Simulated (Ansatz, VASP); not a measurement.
NdB3H12 in VASP and in Ansatz

```
Nd B H
1.0
    14.77000    0.00000    0.00000
     0.00000   15.47000    0.00000
     0.00000    0.00000   10.99000
Nd B H
1 3 12
Direct
  0.44222 0.49977 0.49992
  0.61368 0.50055 0.49992
  0.35579 0.64115 0.49992
  0.35720 0.35762 0.49992
  0.69522 0.49917 0.49992
  0.57897 0.46266 0.59037
  0.57897 0.46266 0.40946
  0.58068 0.57509 0.49992
  0.31627 0.70926 0.49992
  0.40751 0.63140 0.59037
  0.40751 0.63140 0.40946
  0.30467 0.57660 0.49992
  0.31518 0.29089 0.49992
  0.34018 0.40526 0.59037
  0.34018 0.40526 0.40946
  0.44131 0.34763 0.49992
```

Alike in both runs: task single point; functional PBE; k mesh 1 × 1 × 1; occupations gaussian, width 0.01 eV; non-collinear spin, spin-orbit coupling.

```csv
,VASP,Ansatz
version,VASP 6.6.1,Ansatz 0.2.0
potentials or method,"VASP PAW PBE potentials, release 64 (Nd, B, H), cutoff 520 eV","plane waves, PAW"
valence electrons in the cell,35,35
```

Ansatz gave:

- rms of the force components (eV/Å): 0.068
- net moment per atom (μB): 0.18

Which values does VASP return?

rms of the force components (eV/Å): 0.064; net moment per atom (μB): 0.18.

Ansatz's warnings: structure snapped to symmetry, xc potential rough in thin density.

Noted on VASP's run: the magnetic or orbital state may not be the lowest.
